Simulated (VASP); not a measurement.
Set up this calculation in VASP 6.6.1, as the native input.

```
Task                   : single point
Functional             : PBE
Potentials or basis    : VASP PAW PBE potentials, release 64 (Al, N)
Cutoff                 : 600 eV
k mesh                 : 2 × 2 × 2
Occupations            : gaussian, width 0.01 eV
Spin                   : no spin polarisation
Dipole correction      : no
Further INCAR settings : ALGO = Normal; EDIFF = 1e-06; NBANDS = 11
```

The structure of AlN lies in POSCAR:

```
AlN
1.0
    0.0000000000      2.0345180000      2.0345180000
    2.0345180000      0.0000000000      2.0345180000
    2.0345180000      2.0345180000      0.0000000000
Al N
1 1
Direct
    0.5000000000      0.5000000000      0.5000000000
    0.0000000000      0.0000000000      0.0000000000
```

The input as run:

INCAR

```
ALGO = Normal
EDIFF = 1E-6
ENCUT = 600
GGA = PE
GGA_COMPAT = False
ISIF = 2
ISMEAR = 0
LASPH = True
LCHARG = False
LREAL = False
LWAVE = False
NBANDS = 11
NELM = 120
PREC = Accurate
SIGMA = 0.01
```

KPOINTS

```
k-points
0
Gamma
  2 2 2
```

Potentials or basis: VASP PAW PBE potentials, release 64 (Al, N).

Launch:

```bash
$ cat potpaw_PBE.64/Al/POTCAR potpaw_PBE.64/N/POTCAR > POTCAR
$ mpirun -np 1 vasp_std > vasp.out
```

Results of the run:

* Pressure: 6.1 GPa
* Band gap on the k mesh: 3.80 eV, indirect (least direct gap 5.22 eV)

Caveat: the k points lie up to 1.34 Å⁻¹ apart.

Wall time 7.2 s on 1 thread of AMD EPYC 7R13 Processor (Zen 3) (shared host), peak memory 0.1 GiB.
